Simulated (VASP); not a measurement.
Here is a VASP 6.6.1 calculation.

INCAR

```
  PREC = Accurate
  ENCUT = 520
  EDIFF = 1E-7
  ISMEAR = 0
  SIGMA = 0.1
  LREAL = False
  LASPH = True
  NELM = 100
  ALGO = Fast
  ISIF = 2
  LWAVE = False
  LCHARG = False
  GGA = PE
  NBANDS = 40
```

Contents of KPOINTS:

```
regular mesh
0
Gamma
  6 6 6
```

POSCAR

```
Ti3W2
1.0
    2.2776542075      1.3150042698      4.5500776404
   -2.2776542075      1.3150042698      4.5500776404
    0.0000000000     -2.6300085397      4.5500776404
Ti W
3 2
Direct
    0.6033459277      0.6033459277      0.6033459277
    0.3966540723      0.3966540723      0.3966540723
    0.0000000000      0.0000000000      0.0000000000
    0.1981423326      0.1981423326      0.1981423326
    0.8018576674      0.8018576674      0.8018576674
```

Potentials or basis: VASP PAW PBE potentials, release 64 (Ti_sv, W_sv).

Run with:

```bash
$ cat potpaw_PBE.64/Ti_sv/POTCAR potpaw_PBE.64/W_sv/POTCAR > POTCAR
$ mpirun -np 1 vasp_std > vasp.out
```

Task: Estimate the largest force.

Result: 0.036 eV/Å.

Task: Estimate the band gap on the k mesh.

Result: Zero (band 32 reaches 9.65 eV, above the bottom of band 33 at 9.11 eV).

Task: Estimate the pressure.

Result: -0.1 GPa.

Forces in eV/Å, atoms in the order of the input:
```
Ti   0.000  0.000 -0.036
Ti   0.000  0.000  0.036
Ti   0.000  0.000  0.000
W    0.000  0.000 -0.015
W    0.000  0.000  0.015
```

Caveat: spin-orbit coupling is left out, which moves the levels of the heavy elements.
